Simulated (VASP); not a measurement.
A run of VASP 6.6.1 is set up as follows.

INCAR

```
  PREC = Accurate
  ENCUT = 520
  EDIFF = 1E-6
  ISMEAR = -1
  SIGMA = 0.08
  LREAL = F
  LASPH = T
  NELM = 80
  ALGO = Normal
  ISIF = 2
  LWAVE = F
  LCHARG = T
  LELF = T
  LVHAR = T
  NBANDS = 31
```

Contents of KPOINTS:

```
regular mesh
0
Gamma
  4 4 4
```

Contents of POSCAR:

```
La3Tl
1.0
    5.0600000000      0.0000000000      0.0000000000
    0.0000000000      5.0600000000      0.0000000000
    0.0000000000      0.0000000000      5.0600000000
La Tl
3 1
Direct
   -0.0080179842      0.4851944664      0.5587420949
    0.5651539526      0.0096237154      0.4843357708
    0.4608986166      0.5428231225     -0.0310474308
   -0.0122571146     -0.0255828063     -0.0081762846
```

Potentials or basis: VASP PAW LDA potentials, release 64 (La, Tl_d).

The run is started by

```sh
$ cat potpaw_LDA.64/La/POTCAR potpaw_LDA.64/Tl_d/POTCAR > POTCAR
$ mpirun -np 1 vasp_std > vasp.out
```

(1) Estimate the largest force.

(2) Predict the band gap on the k mesh.

Results:

(1) 0.882 eV/Å.

(2) zero (bands 23 and 24 overlap by 0.72 eV).

Caveat: spin-orbit coupling is left out, which moves the levels of the heavy elements.
